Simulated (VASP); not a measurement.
# Rh (Fm-3m) in VASP: single point with PBE

Aim: the single point of Rh with PBE.

All numbers are computed with VASP 6.6.1; they aren't measurements. Logs are shortened: lines on timing, memory, paths and dates and some standing lists are left out, and cuts for length are marked.

## Step 1: The cell of the first run

It takes space group Fm-3m (No. 225, cubic). The conventional cell has a = 3.796 Å, b = 3.796 Å, c = 3.796 Å, α = 90.00°, β = 90.00°, γ = 90.00°. Within 3.5 Å of Rh (site symmetry m-3m) lie 12 Rh at 2.68 Å.

## Step 2: Single point, PBE

INCAR

```
SYSTEM = Rh
PREC = Accurate
ENCUT = 500
EDIFF = 1E-6
ISMEAR = 0
SIGMA = 0.1
LREAL = .False.
LASPH = .True.
NELM = 120
ALGO = Normal
ISIF = 2
LWAVE = .False.
LCHARG = .True.
GGA = PE
LELF = .True.
LVHAR = .True.
NBANDS = 14
GGA_COMPAT = .False.
```

KPOINTS

```
Automatic mesh
0
Gamma
  12 12 12
  0 0 0
```

POSCAR

```
Rh
1.0
    0.0000000000      1.8978500000      1.8978500000
    1.8978500000      0.0000000000      1.8978500000
    1.8978500000      1.8978500000      0.0000000000
Rh
1
Direct
    0.0000000000      0.0000000000      0.0000000000
```

Potentials or basis: VASP PAW PBE potentials, release 64 (Rh_pv).

On the command line:

```
> cat potpaw_PBE.64/Rh_pv/POTCAR > POTCAR
> mpirun -np 1 vasp_std > vasp.out
```

OUTCAR:

```text
SYSTEM = Rh
   PREC = Accurate
   ENCUT = 500
   EDIFF = 1E-6
   ISMEAR = 0
   LREAL = .False.
   LASPH = .True.
   NELM = 120
   ISIF = 2
   GGA = PE

 ion  position               nearest neighbor table
   1  0.000  0.000  0.000-

  LATTYP: Found a face centered cubic cell.
 ALAT       =     3.7957000000

  Lattice vectors:

 A1 = (   0.0000000000,   1.8978500000,   1.8978500000)
 A2 = (   1.8978500000,   0.0000000000,   1.8978500000)
 A3 = (   1.8978500000,   1.8978500000,   0.0000000000)

Analysis of symmetry for initial positions (statically):
=====================================================================
 Subroutine PRICEL returns:
 Original cell was already a primitive cell.

 Routine SETGRP: Setting up the symmetry group for a
 face centered cubic supercell.

 Subroutine GETGRP returns: Found 48 space group operations
 (whereof 48 operations were pure point group operations)
 out of a pool of 48 trial point group operations.

The static configuration has the point symmetry O_h .

Analysis of symmetry for dynamics (positions and initial velocities):
=====================================================================
 Subroutine PRICEL returns:
 Original cell was already a primitive cell.

 Routine SETGRP: Setting up the symmetry group for a
 face centered cubic supercell.

 Subroutine GETGRP returns: Found 48 space group operations
 (whereof 48 operations were pure point group operations)
 out of a pool of 48 trial point group operations.

The dynamic configuration has the point symmetry O_h .

 Subroutine INISYM returns: Found 48 space group operations
 (whereof 48 operations are pure point group operations),
 and found     1 'primitive' translations

----------------------------------------------------------------------------------------

                                     Primitive cell

  volume of cell :      13.6715

  direct lattice vectors                    reciprocal lattice vectors
     0.000000000  1.897850000  1.897850000    -0.263456016  0.263456016  0.263456016
     1.897850000  0.000000000  1.897850000     0.263456016 -0.263456016  0.263456016
     1.897850000  1.897850000  0.000000000     0.263456016  0.263456016 -0.263456016

  length of vectors
     2.683965209  2.683965209  2.683965209     0.456319205  0.456319205  0.456319205

  position of ions in fractional coordinates (direct lattice)
     0.000000000  0.000000000  0.000000000

  ion indices of the primitive-cell ions
   primitive index   ion index
                 1           1

----------------------------------------------------------------------------------------

 KPOINTS: Automatic mesh

Automatic generation of k-mesh.
 Grid dimensions read from file:
 generate k-points for:   12   12   12

 Generating k-lattice:

  Cartesian coordinates                     Fractional coordinates (reciprocal lattice)
    -0.021954668  0.021954668  0.021954668     0.083333333  0.000000000  0.000000000
     0.021954668 -0.021954668  0.021954668     0.000000000  0.083333333  0.000000000
     0.021954668  0.021954668 -0.021954668     0.000000000  0.000000000  0.083333333

  Length of vectors
     0.038026600  0.038026600  0.038026600

  Shift w.r.t. Gamma in fractional coordinates (k-lattice)
     0.000000000  0.000000000  0.000000000

 Subroutine IBZKPT returns following result:
 ===========================================

 Found     72 irreducible k-points:

 Following reciprocal coordinates:
            Coordinates               Weight
  0.000000  0.000000  0.000000      1.000000
  0.083333  0.000000  0.000000      8.000000
  0.166667  0.000000  0.000000      8.000000
  0.250000  0.000000  0.000000      8.000000
  0.333333  0.000000  0.000000      8.000000
  0.416667  0.000000  0.000000      8.000000
[... 16 lines left out ...]
  0.500000  0.166667  0.000000     24.000000
 -0.416667  0.166667  0.000000     24.000000
 [... further k-points ...]
   k-points           NKPTS =     72   k-points in BZ     NKDIM =     72   number of bands    NBANDS=     14
   number of dos      NEDOS =    301   number of ions     NIONS =      1
   total plane-waves  NPLWV =   8000
   dimension x,y,z NGX =    20 NGY =   20 NGZ =   20
   dimension x,y,z NGXF=    40 NGYF=   40 NGZF=   40
   ions per type =               1
   NGX,Y,Z   is equivalent  to a cutoff of  12.39, 12.39, 12.39 a.u.
   NGXF,Y,Z  is equivalent  to a cutoff of  24.78, 24.78, 24.78 a.u.
 SYSTEM =  Rh
   PREC   = accura    normal or accurate (medium, high low for compatibility)
   ISTART =      0    job   : 0-new  1-cont  2-samecut
   ICHARG =      2    charge: 1-file 2-atom 10-const
   ISPIN  =      1    spin polarized calculation?
   LNONCOLLINEAR =      F non collinear calculations
   LSORBIT =      F    spin-orbit coupling
   LASPH  =      T    aspherical Exc in radial PAW
   ENCUT  =  500.0 eV  36.75 Ry    6.06 a.u.   4.89  4.89  4.89*2*pi/ulx,y,z
   NELM   =    120;   NELMIN=  2; NELMDL= -5     # of ELM steps
   EDIFF  = 0.1E-05   stopping-criterion for ELM
   LREAL  =      F    real-space projection
   EDIFFG = 0.1E-04   stopping-criterion for IOM
   NSW    =      0    number of steps for IOM
   IBRION =     -1    ionic relax: 0-MD 1-quasi-New 2-CG
   NFREE  =      0    steps in history (QN), initial steepest desc. (CG)
   ISIF   =      2    stress and relaxation
   ISYM   =      2    0-nonsym 1-usesym 2-fastsym
   POTIM  = 0.5000    time-step for ionic-motion
   TEBEG  =    0.0;   TEEND  =   0.0 temperature during run
   PSTRESS=    0.0 pullay stress
   NELECT =      15.0000    total number of electrons
   NUPDOWN=      -1.0000    fix difference up-down
   EMIN   =  10.00;   EMAX   =-10.00  energy-range for DOS
   EFERMI =   0.00;   METHOD = LEGACY
   ISMEAR =     0;   SIGMA  =   0.10  broadening in eV -4-tet -1-fermi 0-gaus
   EFERMI_NEDOS =   21; number of points for ismear=-14 and -15
   IALGO  =     38    algorithm
   IMIX   =      4    mixing-type and parameters
     AMIX     =   0.40;   BMIX     =  1.00
     AMIX_MAG =   1.60;   BMIX_MAG =  1.00
  volume/ion in A,a.u.               =      13.67        92.26
  Fermi-wavevector in a.u.,A,eV,Ry     =   1.688496  3.190795 38.790465  2.851019
  Thomas-Fermi vector in A             =   2.770792
   LORBIT       =      0    0 simple, 1 ext, 2 COOP (PROOUT), +10 PAW based schemes
   GGA     = PE    functional components
   LHFCALC =     F    Hartree Fock is set to
   AEXX    =    0.0000 exact exchange contribution
   IVDW    =     0    specifies the selected vdW correction
   LEPSILON=     F    determine dielectric tensor
   LRPA    =     F    only Hartree local field effects (RPA)
 non-spin polarized calculation
 Gauss-broadening in eV      SIGMA  =   0.10
  energy-cutoff  :      500.00
  volume of cell :       13.67
 maximum number of plane-waves:       360
   NGX =  9   NGY =  9   NGZ =  9

 number of electron      15.0000007 magnetization

 Free energy of the ion-electron system (eV)
  ---------------------------------------------------
  ext. energy  EPLUGINS =         0.00000000
  ---------------------------------------------------
  free energy    TOTEN  =        -7.25535486 eV

  energy without entropy =       -7.25063226  energy(sigma->0) =       -7.25299356

 E-fermi :  12.0217     XC(G=0): -14.0714

 val. band max:       11.9304577982   @ k =  -0.3333   0.3333   0.0000
 cond. band min:      12.0436430667   @ k =   0.3333   0.1667   0.0000
 fundamental gap:      0.1131852686
 Fermi energy:        12.0217460339

 k-point     1 :       0.0000    0.0000    0.0000
  band No.  band energies     occupation
      1     -34.4047      2.00000
      2     -34.4047      2.00000
      3     -34.4047      2.00000
      4       4.0068      2.00000
      5       8.8898      2.00000
      6       8.8898      2.00000
      7       8.8898      2.00000
      8      10.9913      2.00000
      9      10.9913      2.00000
     10      28.0018      0.00000
     11      32.4768      0.00000
     12      33.4932      0.00000
     13      33.4932      0.00000
     14      33.4932      0.00000

 k-point     2 :       0.0833    0.0000    0.0000
  band No.  band energies     occupation
      1     -34.4564      2.00000
      2     -34.4117      2.00000
      3     -34.4117      2.00000
      4       4.2851      2.00000
      5       8.7704      2.00000
      6       8.9963      2.00000
      7       8.9963      2.00000
      8      10.9340      2.00000
      9      10.9340      2.00000
     10      28.3999      0.00000
     11      32.0994      0.00000
     12      32.4800      0.00000
     13      33.9023      0.00000
     14      33.9023      0.00000

 k-point     3 :       0.1667    0.0000    0.0000
  band No.  band energies     occupation
      1     -34.5962      2.00000
      2     -34.4307      2.00000
      3     -34.4307      2.00000
      4       5.0243      2.00000
      5       8.5593      2.00000
      6       9.2119      2.00000
      7       9.2119      2.00000
      8      10.8858      2.00000
      9      10.8858      2.00000
     10      29.2289      0.00000
     11      29.7514      0.00000
     12      32.4778      0.00000
     13      35.0373      0.00000
     14      35.0373      0.00000

 k-point     4 :       0.2500    0.0000    0.0000
  band No.  band energies     occupation
      1     -34.7841      2.00000
      2     -34.4565      2.00000
      3     -34.4565      2.00000
      4       5.7976      2.00000
      5       8.7712      2.00000
      6       9.2527      2.00000
      7       9.2527      2.00000
      8      11.1554      2.00000
      9      11.1554      2.00000
     10      27.1531      0.00000
     11      29.5983      0.00000
     12      32.4770      0.00000
     13      36.5001      0.00000
     14      36.5001      0.00000

 k-point     5 :       0.3333    0.0000    0.0000
  band No.  band energies     occupation
      1     -34.9687      2.00000
      2     -34.4822      2.00000
      3     -34.4822      2.00000
      4       6.0059      2.00000
      5       9.0730      2.00000
      6       9.0730      2.00000
      7      10.0088      2.00000
      8      11.7531      1.99985
      9      11.7531      1.99985
     10      24.4837      0.00000
     11      28.7252      0.00000
[... 276 lines left out ...]
 k-point    22 :       0.4167    0.1667    0.0000
  band No.  band energies     occupation
      1     -34.9960      2.00000
      2     -34.5790      2.00000
      3     -34.5502      2.00000
      4       6.5540      2.00000
      5       8.2720      2.00000
      6       9.0455      2.00000
      7       9.7710      2.00000
      8      12.5074      0.00000
      9      13.6332      0.00000
     10      23.8121      0.00000
     11      29.1484      0.00000
     12      31.3546      0.00000
     13      32.4717      0.00000
     14      33.1425      0.00000

 k-point    23 :       0.5000    0.1667    0.0000
  band No.  band energies     occupation
      1     -35.0750      2.00000
      2     -34.6188      2.00000
      3     -34.5508      2.00000
      4       6.5039      2.00000
      5       8.2077      2.00000
      6       9.5793      2.00000
      7       9.6810      2.00000
      8      12.6237      0.00000
      9      15.5695      0.00000
     10      21.2072      0.00000
     11      28.4030      0.00000
     12      31.5188      0.00000
     13      31.8624      0.00000
     14      32.4832      0.00000

 k-point    24 :      -0.4167    0.1667    0.0000
  band No.  band energies     occupation
      1     -35.0815      2.00000
      2     -34.6435      2.00000
      3     -34.5355      2.00000
      4       6.5717      2.00000
      5       8.2216      2.00000
      6       9.4879      2.00000
      7       9.9233      2.00000
      8      12.2522      0.00112
      9      16.1448      0.00000
     10      20.7941      0.00000
     11      28.0744      0.00000
     12      30.9580      0.00000
     13      32.4797      0.00000
     14      32.6425      0.00000

 [... further k-points ...]

------------------------ aborting loop because EDIFF is reached ----------------------------------------

  FORCE on cell =-STRESS in cart. coord.  units (eV):
  Direction    XX          YY          ZZ          XY          YZ          ZX
  --------------------------------------------------------------------------------------
  -------------------------------------------------------------------------------------
  Total        0.6367529      0.6367529      0.6367529     -0.0000000      0.0000000      0.0000000
  in kB       74.6218255     74.6218255     74.6218255     -0.0000000      0.0000000      0.0000000
  external PRESSURE =      74.6218255 kB  Pullay stress =       0.0000000 kB

 VOLUME and BASIS-vectors are now :
 -----------------------------------------------------------------------------
  energy-cutoff  :      500.00
  volume of cell :       13.67
      direct lattice vectors                 reciprocal lattice vectors
     0.000000000  1.897850000  1.897850000    -0.263456016  0.263456016  0.263456016
     1.897850000  0.000000000  1.897850000     0.263456016 -0.263456016  0.263456016
     1.897850000  1.897850000  0.000000000     0.263456016  0.263456016 -0.263456016

 POSITION                                       TOTAL-FORCE (eV/Angst)
 -----------------------------------------------------------------------------------
      0.00000      0.00000      0.00000        -0.000000      0.000000      0.000000
 -----------------------------------------------------------------------------------
    total drift:                                0.000000      0.000000      0.000000

  FREE ENERGIE OF THE ION-ELECTRON SYSTEM (eV)
  ---------------------------------------------------
  free  energy   TOTEN  =        -7.2553548580 eV

  energy  without entropy=       -7.2506322608  energy(sigma->0) =       -7.25299356
```

Run time: 8.9 s. Hardware: 1 thread of Intel Xeon Platinum 8259CL at 2.50GHz (Skylake/Cascade Lake), shared host; peak memory 0.13 GiB.

Results:

```yaml
Free_energy: -7.2554 eV
Pressure: 7.5 GPa
```
